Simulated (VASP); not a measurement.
**Cu: electric field gradients with PBEsol**

Crystal: Cu.

```
CELL_PARAMETERS angstrom
0.00000 1.77135 1.80750
1.77135 0.00000 1.80750
1.77135 1.77135 0.00000
ATOMIC_POSITIONS crystal
Cu 0.00000 0.00000 0.00000
```

This cell differs from its parent crystal: equal xx and yy strain of -2 %.

```
Program                : VASP 6.6.1
Task                   : electric field gradients
Functional             : PBEsol
Potentials or basis    : VASP PAW PBE potentials, release 64 (Cu)
Cutoff                 : 520 eV
k mesh                 : 17 × 17 × 17
Occupations            : fermi-dirac, width 0.03 eV
Spin                   : no spin polarisation
Dipole correction      : no
Further INCAR settings : ALGO = Normal; EDIFF = 1e-08; NBANDS = 12
```

* Pressure: 0.1 GPa

Stress tensor (GPa, compression positive):
```
 0.62  0.00  0.00
 0.00  0.62  0.00
 0.00  0.00 -1.03
```

Levels at points of the mesh, in eV from the Fermi level:
```
           k point  band 2  band 3  band 4  band 5  band 6  band 7  band 8  band 9  band 10  band 11
(0.00, 0.00, 0.00)   -3.30   -3.19   -3.19   -2.40   -2.29   22.85   25.71   25.81    25.81    28.27
```

Electric field gradients, principal values (V/Å²):
```csv
atom,least,middle,greatest (by size)
1 Cu,-0.726,-0.731,1.457
```

It took 100 s on 1 thread of AMD EPYC 7R13, on a shared host, peak memory 0.14 GiB.

Caveat: the cell differs from its parent crystal (equal xx and yy strain of -2 %); without QUAD_EFG the Cq values of the log hold for a quadrupole moment of 1 mb, not for the nuclei; the PAW data sets were made with another functional, which shifts forces and pressure a little.
